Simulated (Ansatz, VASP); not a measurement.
**Two plane-wave programs on Ni**

File INCAR:

```
PREC = Accurate
ENCUT = 600
EDIFF = 1E-7
ISMEAR = -1
SIGMA = 0.05
LREAL = F
LASPH = T
NELM = 120
ALGO = Normal
ISIF = 3
LWAVE = F
LCHARG = F
ISPIN = 2
MAGMOM = 1
LORBIT = 11
LMAXMIX = 4
GGA = PE
IBRION = 2
NSW = 40
EDIFFG = -0.01
```

The input KPOINTS:

```
Automatic mesh
0
Gamma
  13 13 13
```

Contents of POSCAR:

```
Ni
1.0
    0.0000000000      1.7375729330      1.7375729330
    1.7375729330      0.0000000000      1.7375729330
    1.7375729330      1.7375729330      0.0000000000
Ni
1
Direct
    0.0000000000      0.0000000000      0.0000000000
```

File input.yaml:

```yaml
crystal:
  lattice:
    - [0.0, 1.737572933, 1.737572933]
    - [1.737572933, 0.0, 1.737572933]
    - [1.737572933, 1.737572933, 0.0]
  atoms:
    - { symbol: Ni, position: [0.0, 0.0, 0.0], spin: 1.0 }
hamiltonian:
  xc: pbe
  pseudopotentials: { kind: paw }
magnetization:
  spin_polarized: true
kpoints:
  mp_grid: { grid: [13, 13, 13] }
scf:
  occupations: { method: fermi_dirac, width: 0.05 }
output:
  forces: true
  stress: true
relax:
  f_tol: 0.01
  max_steps: 40
  cell: { stress_tol: 0.05 }
```

Alike in both runs: task relaxation of cell and atoms; functional PBE; k mesh 13 × 13 × 13; occupations fermi-dirac, width 0.05 eV; collinear spin, ferromagnetic start.

```csv
,VASP,Ansatz
version,VASP 6.6.1,Ansatz 0.2.0
potentials or method,"VASP PAW PBE potentials, release 54 (Ni)",Ansatz PAW
plane-wave cutoff (eV),600,420
valence electrons in the cell,10,18
```

VASP gave:

| Item | Value |
| --- | --- |
| net moment per atom (μB) | 0.63 |
| size of the moment on the site where the two differ most (μB) | 0.64 |
| relaxed volume (Å³/atom) | 10.88 |
| relaxed cell length with the largest relative difference (Å) | 2.487 |

Question: Estimate Ansatz's values.

Answer: net moment per atom (μB): 0.63; size of the moment on the site where the two differ most (μB): 0.67; relaxed volume (Å³/atom): 10.89; relaxed cell length with the largest relative difference (Å): 2.488.

Site moments also hang on the region over which each program counts them. VASP's potentials hold 10 valence electrons a cell and Ansatz's 18, so a difference there can come from the potentials and not from the codes.

Noted on Ansatz's run: the plane-wave basis is chosen anew once the cell has moved, so the energies of steps on either side of that aren't comparable.
